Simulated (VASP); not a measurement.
Set up this calculation in VASP 6.6.1, as the native input.

* Task: single point
* Functional: r2SCAN
* Potentials or basis: VASP PAW PBE potentials, release 64 (Se)
* Cutoff: 520 eV
* k mesh: 9 × 9 × 6
* Occupations: gaussian, width 0.02 eV
* Spin: no spin polarisation
* Dipole correction: no
* Further INCAR settings: ALGO = Normal; EDIFF = 1e-06; NBANDS = 16

Crystal: Se.

```
CELL_PARAMETERS angstrom
4.50398 0.00000 0.00000
-2.25199 3.90056 0.00000
0.00000 0.00000 4.99190
ATOMIC_POSITIONS crystal
Se 0.21718 0.00000 0.33333
Se 0.00000 0.21718 0.66667
Se 0.78282 0.78282 0.00000
```

The input as run:

POSCAR

```
Se
1.0
    4.5039814500      0.0000000000      0.0000000000
   -2.2519907250      3.9005623538      0.0000000000
    0.0000000000      0.0000000000      4.9918986337
Se
3
Direct
    0.2171788207      0.0000000000      0.3333333333
    0.0000000000      0.2171788207      0.6666666667
    0.7828211793      0.7828211793      0.0000000000
```

INCAR.step1

```
SYSTEM = Se
PREC = Accurate
ENCUT = 520
ISMEAR = 0
SIGMA = 0.02
LREAL = .FALSE.
LASPH = .TRUE.
NELM = 60
NBANDS = 16
GGA = PE
ALGO = Normal
EDIFF = 1E-4
LWAVE = .TRUE.
LCHARG = .FALSE.
```

INCAR.step2

```
SYSTEM = Se
PREC = Accurate
ENCUT = 520
EDIFF = 1E-6
ISMEAR = 0
SIGMA = 0.02
LREAL = .FALSE.
LASPH = .TRUE.
NELM = 60
ALGO = Normal
ISIF = 2
LWAVE = .FALSE.
LCHARG = .FALSE.
METAGGA = R2SCAN
LMIXTAU = .TRUE.
NBANDS = 16
ISTART = 1
```

KPOINTS

```
Automatic mesh
0
G
  9 9 6
  0 0 0
```

Potentials or basis: VASP PAW PBE potentials, release 64 (Se).

Command:

```sh
$ cat potpaw_PBE.64/Se/POTCAR > POTCAR
$ cp INCAR.step1 INCAR
$ mpirun -np 1 vasp_std > vasp.out
$ cp INCAR.step2 INCAR
$ mpirun -np 1 vasp_std > vasp.out
```

Results of the run:

| Quantity | Value |
| --- | --- |
| Pressure | 0.0 GPa |
| Band gap on the k mesh | 1.33 eV (least direct gap 1.58 eV) |

Caveat: the PAW data sets were made with another functional, which shifts forces and pressure a little.

Run time: 3.1 min on 1 thread of Intel(R) Xeon(R) Platinum 8488C (Sapphire Rapids), on a shared host, peak memory 0.26 GiB.
